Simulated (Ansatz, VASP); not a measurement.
# Two plane-wave programs on NbIn2S3

The input INCAR:

```
SYSTEM = NbIn2S3
  PREC = Accurate
  ENCUT = 600
  EDIFF = 1E-6
  ISMEAR = 0
  SIGMA = 0.1
  LREAL = .False.
  LASPH = .True.
  NELM = 80
  ALGO = Normal
  ISIF = 3
  LWAVE = .False.
  LCHARG = .False.
  GGA = PE
  IBRION = 2
  NSW = 90
  EDIFFG = -0.04
```

KPOINTS

```
regular mesh
0
Gamma
  6 6 2
  0 0 0
```

File POSCAR:

```
NbIn2S3
1.0
    3.3575222093      0.0000000000      0.0000000000
    0.0000000000      3.3575222093      0.0000000000
    0.0000000000      0.0000000000     11.1742569918
Nb In S
1 2 3
Direct
    0.0000000000      0.0000000000      0.5673465079
    0.5000000000      0.5000000000      0.7433366380
    0.0000000000      0.0000000000      0.2550001664
    0.5000000000      0.0000000000      0.9838709068
    0.0000000000      0.5000000000      0.9838709068
    0.5000000000      0.5000000000      0.4665739140
```

Input for Ansatz:

```yaml
crystal:
  lattice:
    - [3.3575222093, 0.0, 0.0]
    - [0.0, 3.3575222093, 0.0]
    - [0.0, 0.0, 11.1742569918]
  atoms:
    - { symbol: Nb, position: [0.0, 0.0, 0.5673465079] }
    - { symbol: In, position: [0.5, 0.5, 0.743336638] }
    - { symbol: In, position: [0.0, 0.0, 0.2550001664] }
    - { symbol: S, position: [0.5, 0.0, 0.9838709068] }
    - { symbol: S, position: [0.0, 0.5, 0.9838709068] }
    - { symbol: S, position: [0.5, 0.5, 0.466573914] }
basis:
  ecutwfc: 420
kpoints:
  mp_grid: { grid: [6, 6, 2] }
hamiltonian:
  xc: pbe
scf:
  occupations: { method: gaussian, width: 0.1 }
  lower_state_search: "off"
output:
  forces: true
  stress: true
  eigenvalues: true
relax:
  adjacent_minimum: "off"
  f_tol: 0.04
  max_steps: 70
  cell: { stress_tol: 0.4 }
```

Change from the starting cell: species swapped into the Zr2As3S type (P4mm, No. 99).

Alike in both runs: task relaxation of cell and atoms; functional PBE; k mesh 6 × 6 × 2; occupations gaussian, width 0.1 eV; no spin polarisation.

|  | VASP | Ansatz |
| --- | --- | --- |
| version | VASP 6.6.1 | Ansatz 0.2.0 |
| potentials or method | VASP PAW PBE potentials, release 64 (Nb_sv, In_d, S), cutoff 600 eV | scalar-relativistic, plane waves, PAW |
| valence electrons in the cell | 57 | 57 |

VASP gave:

| Property | Result |
| --- | --- |
| gap on the k mesh at the Fermi level, each at its own relaxed structure (eV) | none |
| relaxed volume (Å³/atom) | 20.87 |
| relaxed cell length with the largest relative difference (Å) | 11.023 |

Problem. What did Ansatz give for the same quantities?

Solution. gap on the k mesh at the Fermi level, each at its own relaxed structure (eV): none; relaxed volume (Å³/atom): 20.99; relaxed cell length with the largest relative difference (Å): 11.062.

A gap of «none» marks a metal or a gap that the smearing closes.
